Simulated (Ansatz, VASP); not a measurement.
**Pd: VASP beside Ansatz**

File INCAR:

```
SYSTEM = Pd
PREC = Accurate
ENCUT = 520
EDIFF = 1E-6
ISMEAR = -1
SIGMA = 0.1
LREAL = .FALSE.
LASPH = .TRUE.
NELM = 80
ALGO = Normal
ISIF = 2
LWAVE = .FALSE.
LCHARG = .FALSE.
NBANDS = 17
```

KPOINTS

```
Automatic mesh
0
G
  15 15 8
  0 0 0
```

The input POSCAR:

```
Pd
1.0
    2.6993579780      0.0000000000      0.0000000000
   -1.3496789890      2.3377125828      0.0000000000
    0.0000000000      0.0000000000      4.5114452516
Pd
2
Direct
    0.3333333333      0.6666666667      0.2500000000
    0.6666666667      0.3333333333      0.7500000000
```

Input for Ansatz:

```yaml
crystal:
  lattice:
    - [2.699357978, 0.0, 0.0]
    - [-1.349678989, 2.3377125828, 0.0]
    - [0.0, 0.0, 4.5114452516]
  atoms:
    - { symbol: Pd, position: [0.3333333333, 0.6666666667, 0.25] }
    - { symbol: Pd, position: [0.6666666667, 0.3333333333, 0.75] }
hamiltonian:
  xc: lda
  pseudopotentials:
    kind: paw
    azcp:
      Pd: "pseudopotentials/Pd.paw.azcp"
basis:
  ecutwfc: 420
  fft_grid_basis: typed
kpoints:
  mp_grid: { grid: [15, 15, 8], shift: [0, 0, 0] }
magnetization:
  spin_polarized: false
scf:
  occupations: { method: fermi_dirac, width: 0.1 }
  lower_state_search: "off"
output:
  stress: true
```

Alike in both runs: task single point; functional LDA; k mesh 15 × 15 × 8; occupations fermi-dirac, width 0.1 eV; no spin polarisation.

|  | VASP | Ansatz |
| --- | --- | --- |
| version | VASP 6.6.1 | Ansatz 0.2.0 |
| potentials or method | VASP PAW LDA potentials, release 64 (Pd), cutoff 520 eV | plane waves (420 eV) with PAW, scalar-relativistic |
| valence electrons in the cell | 20 | 36 |

|  | VASP | Ansatz | Ansatz less VASP |
| --- | --- | --- | --- |
| pressure (GPa) | 0.3 | 0.0 | -0.27 |
| traceless stress, the component that is largest in VASP (GPa) | -0.33 | -0.25 | +0.078 |

Ansatz warns that its potentials were made for another functional, while VASP's fit it. LDA's correlation is that of Perdew and Zunger in VASP and of Perdew and Wang (1992) in Ansatz. VASP's potentials hold 20 valence electrons a cell and Ansatz's 36, so a difference there can come from the potentials and not from the codes.
